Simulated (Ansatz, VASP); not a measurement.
Given: the input of a run of Ansatz 0.2.0 on NaCl.

File input.yaml:

```yaml
crystal:
  lattice:
    - [3.50219, 0.0, 0.0]
    - [0.0, 3.50219, 0.0]
    - [0.0, 0.0, 3.50219]
  atoms:
    - { symbol: Cl, position: [0.5, 0.5, 0.5] }
    - { symbol: Na, position: [0.0, 0.0, 0.0] }
hamiltonian:
  xc: { exchange: pbe, correlation: pbe, exx: { coeff: 0.1, omega: 0.2 } }
  pseudopotentials: { kind: paw }
kpoints:
  mp_grid: { grid: [4, 4, 4] }
scf:
  occupations: { method: fermi_dirac, width: 0.05 }
output:
  forces: true
  stress: true
  eigenvalues: true
```

Potentials or basis: Ansatz PAW.

Run with:

```sh
$ ansatz run input.yaml --threads 2 --pin off --max-ram 5632MiB --backend cpu --events-out ev --progress --plain --runs-dir out
```

Set up the same calculation for VASP 6.6.1. Potentials there: VASP PAW PBE potentials, release 64 (Cl, Na_pv).

As run (the cutoff follows the program's own potentials):

POSCAR

```
NaCl
1.0
    3.5021900000      0.0000000000      0.0000000000
    0.0000000000      3.5021900000      0.0000000000
    0.0000000000      0.0000000000      3.5021900000
Cl Na
1 1
Direct
    0.5000000000      0.5000000000      0.5000000000
    0.0000000000      0.0000000000      0.0000000000
```

INCAR.step1

```
ALGO = Normal
EDIFF = 1E-5
ENCUT = 520
GGA = PE
ISIF = 2
ISMEAR = -1
LASPH = True
LCHARG = False
LREAL = False
LWAVE = True
NBANDS = 14
NELM = 100
PREC = Accurate
SIGMA = 0.05
```

File INCAR.step2:

```
AEXX = 0.1
ALGO = Normal
EDIFF = 1E-6
ENCUT = 520
GGA = PE
HFSCREEN = 0.2
ISIF = 2
ISMEAR = -1
ISTART = 1
LASPH = True
LCHARG = False
LHFCALC = True
LREAL = False
LWAVE = False
NBANDS = 14
NELM = 100
PREC = Accurate
PRECFOCK = Normal
SIGMA = 0.05
```

File KPOINTS:

```
k-points
0
Gamma
  4 4 4
```

Potentials or basis: VASP PAW PBE potentials, release 64 (Cl, Na_pv).

The run is started by

```sh
$ cat potpaw_PBE.64/Cl/POTCAR potpaw_PBE.64/Na_pv/POTCAR > POTCAR
$ cp INCAR.step1 INCAR
$ mpirun -np 1 vasp_std > vasp.out
$ cp INCAR.step2 INCAR
$ mpirun -np 1 vasp_std > vasp.out
```

Both were run:

|  | VASP | Ansatz | Ansatz less VASP |
| --- | --- | --- | --- |
| gap on the k mesh at the Fermi level (eV) | 4.50 | 4.50 | +0.003 |
| least direct gap on the mesh (eV) | 5.01 | 5.01 | +0.003 |
| pressure (GPa) | 0.0 | 0.0 | 0.00 |

VASP's potentials were made for PBE, not for PBE-based screened hybrid. The functional is the same, so the differences come from potentials, cutoffs and numerics. VASP's potentials hold 14 valence electrons a cell and Ansatz's 16, so a difference there can come from the potentials and not from the codes.

The k mesh is coarse, so the values compare programs but aren't converged.
